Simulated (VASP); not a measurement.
A run of VASP 6.6.1 is set up as follows.

Contents of POSCAR:

```
Ag
1.0
   -1.6332775543      1.6332775543      1.6332775543
    1.6332775543     -1.6332775543      1.6332775543
    1.6332775543      1.6332775543     -1.6332775543
Ag
1
Direct
    0.0000000000      0.0000000000      0.0000000000
```

The input INCAR.step1:

```
SYSTEM = Ag
ALGO = Normal
EDIFF = 1E-5
ENCUT = 520
GGA = PE
ISIF = 2
ISMEAR = -1
LASPH = .True.
LCHARG = .False.
LREAL = .False.
LWAVE = .True.
NBANDS = 12
NELM = 60
PREC = Accurate
SIGMA = 0.05
```

File INCAR.step2:

```
SYSTEM = Ag
AEXX = 0.25
ALGO = Normal
EDIFF = 1E-6
ENCUT = 520
GGA = PE
ISIF = 2
ISMEAR = -1
ISTART = 1
LASPH = .True.
LCHARG = .False.
LHFCALC = .True.
LREAL = .False.
LWAVE = .False.
NBANDS = 12
NELM = 60
PREC = Accurate
PRECFOCK = Normal
SIGMA = 0.05
```

The input KPOINTS:

```
k-points
0
Gamma
  6 6 6
  0 0 0
```

Potentials or basis: VASP PAW PBE potentials, release 64 (Ag).

Run with:

```console
$ cat potpaw_PBE.64/Ag/POTCAR > POTCAR
$ cp INCAR.step1 INCAR
$ mpirun -np 1 vasp_std > vasp.out
$ cp INCAR.step2 INCAR
$ mpirun -np 1 vasp_std > vasp.out
```

Predict the band gap on the k mesh.

zero (an odd number of electrons rules out a gap without spin polarisation).

Estimate the pressure.

2.3 GPa.

Caveat: the k points lie up to 0.45 Å⁻¹ apart, too coarse for converged energies and pressures of a metal; the PAW data sets were made with another functional, which shifts forces and pressure a little.
